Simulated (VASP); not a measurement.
Set up this calculation in VASP 6.6.1, as the native input.

```yaml
Task: single point
Functional: PBE
Potentials_or_basis: VASP PAW PBE potentials, release 64 (Ba_sv)
Cutoff: 520 eV
k_mesh: 10 × 10 × 10
Occupations: fermi-dirac, width 0.1 eV
Spin: no spin polarisation
Dipole_correction: no
Further_INCAR_settings: ALGO = Normal; EDIFF = 1e-07; NBANDS = 11
```

The structure of Ba lies in POSCAR:

```
Ba
1.0
    0.0000000000      2.9997281604      2.9997281604
    2.9997281604      0.0000000000      2.9997281604
    2.9997281604      2.9997281604      0.0000000000
Ba
1
Direct
    0.0000000000      0.0000000000      0.0000000000
```

This cell differs from its parent crystal: volume scaled by 0.84.

These files were run (other wordings do the same):

INCAR

```
SYSTEM = Ba
PREC = Accurate ; ENCUT = 520
EDIFF = 1E-7 ; ISMEAR = -1
SIGMA = 0.1 ; LREAL = .False.
LASPH = .True. ; NELM = 100
ALGO = Normal ; ISIF = 2
LWAVE = .False. ; LCHARG = .False.
GGA = PE ; NBANDS = 11
```

KPOINTS

```
regular mesh
0
Gamma
  10 10 10
  0 0 0
```

Potentials or basis: VASP PAW PBE potentials, release 64 (Ba_sv).

Run with:

```bash
$ cat potpaw_PBE.64/Ba_sv/POTCAR > POTCAR
$ mpirun -np 1 vasp_std > vasp.out
```

It gave:

```
Pressure               : 1.8 GPa
Band gap on the k mesh : zero (band 5 reaches 2.31 eV, above the bottom of band 6 at 1.89 eV)
```

Caveat: spin-orbit coupling is left out, which moves the levels of the heavy elements.

It took 8.8 s on 1 thread of Intel(R) Xeon(R) 6975P-C (Granite Rapids) (shared host), peak memory 0.18 GiB.
